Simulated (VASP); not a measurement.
A run of VASP 6.6.1:

INCAR

```
SYSTEM = Ir
PREC = Accurate ; ENCUT = 600
EDIFF = 1E-6 ; ISMEAR = -1
SIGMA = 0.08 ; LREAL = .FALSE.
LASPH = .TRUE. ; NELM = 60
ALGO = Normal ; ISIF = 3
LWAVE = .FALSE. ; LCHARG = .FALSE.
GGA = CA ; IBRION = 2
NSW = 32 ; EDIFFG = -0.005
PSTRESS = 3400.0
```

The input KPOINTS:

```
Automatic mesh
0
G
  19 19 17
  0 0 0
```

The input POSCAR:

```
Ir
1.0
    2.3090422671      0.0000000000      0.0000000000
   -1.1545211336      1.9996892617      0.0000000000
    0.0000000000      0.0000000000      2.2034773903
Ir
1
Direct
    0.0000000000      0.0000000000      0.0000000000
```

Potentials or basis: VASP PAW LDA potentials, release 64 (Ir).

Run with:

```sh
$ cat potpaw_LDA.64/Ir/POTCAR > POTCAR
$ mpirun -np 1 vasp_std > vasp.out
```

Hardware: 1 thread of Intel(R) Xeon(R) 6975P-C (Granite Rapids) (shared host).

Question: Estimate the wall time of this run.

Answer: Wall time 33 s on 1 thread of Intel(R) Xeon(R) 6975P-C (Granite Rapids), on a shared host, peak memory 0.16 GiB. Counts: scf iterations 39, k points 360, ion steps 7.
